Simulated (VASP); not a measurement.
Wanted: the native input for a VASP 6.6.1 run.

- Task: single point
- Functional: PBE
- Dispersion: D3(BJ)
- Potentials or basis: VASP PAW PBE potentials, release 64 (I, Mg)
- Cutoff: 520 eV
- k mesh: 9 × 9 × 1
- Occupations: gaussian, width 0.05 eV
- Spin: no spin polarisation
- Dipole correction: yes
- Further INCAR settings: ALGO = Normal; EDIFF = 1e-06; NBANDS = 25

The structure of MgI2 lies in POSCAR:

```
MgI2
1.0
    4.1311066128      0.0000000000      0.0000000000
   -2.0655533064      3.5776432724      0.0000000000
    0.0000000000      0.0000000000     24.2265084657
I Mg
4 2
Direct
    0.3333333333      0.6666666667      0.1857469477
    0.6666666667      0.3333333333      0.3245723272
    0.7777777778      0.7777777778      0.4826636182
    1.1111111111      0.4444444444      0.6214889978
    0.0000000000      0.0000000000      0.2551596374
    0.4444444444      0.1111111111      0.5520763080
```

This cell differs from its parent crystal: layers slid over each other.

One way to write it, as run:

INCAR

```
SYSTEM = MgI2
PREC = Accurate
ENCUT = 520
EDIFF = 1E-6
ISMEAR = 0
SIGMA = 0.05
LREAL = .FALSE.
LASPH = .TRUE.
NELM = 60
ALGO = Normal
ISIF = 2
LWAVE = .FALSE.
LCHARG = .FALSE.
LDIPOL = .TRUE.
IDIPOL = 3
DIPOL = 0.5 0.5 0.404
GGA = PE
IVDW = 12
NBANDS = 25
```

KPOINTS

```
regular mesh
0
G
  9 9 1
  0 0 0
```

Potentials or basis: VASP PAW PBE potentials, release 64 (I, Mg).

Run with:

```sh
$ cat potpaw_PBE.64/I/POTCAR potpaw_PBE.64/Mg/POTCAR > POTCAR
$ mpirun -np 1 vasp_std > vasp.out
```

Results of the run:

The largest force is 0.028 eV/Å. The band gap on the k mesh is 3.54 eV (least direct gap 3.92 eV) and the dispersion energy per atom is -0.266 eV.

Caveat: the cell differs from its parent crystal (layers slid over each other); spin-orbit coupling is left out, which moves the levels of the heavy elements.

Run time: 14 min on 1 thread of Oxide Virtual Turin-like Processor (shared host), peak memory 0.61 GiB.
